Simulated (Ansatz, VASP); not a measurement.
**Sn2As: VASP beside Ansatz**

```
Sn As
1.0
    -1.83093    1.83093    5.67572
     1.83093   -1.83093    5.67572
     1.83093    1.83093   -5.67572
Sn As
2 1
Direct
  0.64216 0.64216 0.00000
  0.35784 0.35784 0.00000
  0.00000 0.00000 0.00000
```

Alike in both runs: functional PBE; k mesh 16 × 16 × 16; occupations gaussian, width 0.1 eV; no spin polarisation.

Ansatz relaxed the structure, and its values are those at the end. VASP's run is a single point on that final structure, the one shown.

|  | VASP | Ansatz |
| --- | --- | --- |
| version | VASP 6.6.1 | Ansatz 0.2.0 |
| potentials or method | VASP PAW PBE potentials, release 64 (Sn_d, As), cutoff 520 eV | scalar-relativistic, plane waves, PAW |
| valence electrons in the cell | 33 | 43 |

Ansatz gave:

```
gap on the k mesh at the Fermi level (eV) : none
pressure (GPa)                            : 0.0
rms of the force components (eV/Å)        : 0.000
```

Estimate VASP's values.

gap on the k mesh at the Fermi level (eV): none; pressure (GPa): 0.0; rms of the force components (eV/Å): 0.003.

A gap of «none» marks a metal or a gap that the smearing closes. The functional is the same, so the differences come from potentials, cutoffs and numerics. VASP's potentials hold 33 valence electrons a cell and Ansatz's 43, so a difference there can come from the potentials and not from the codes.
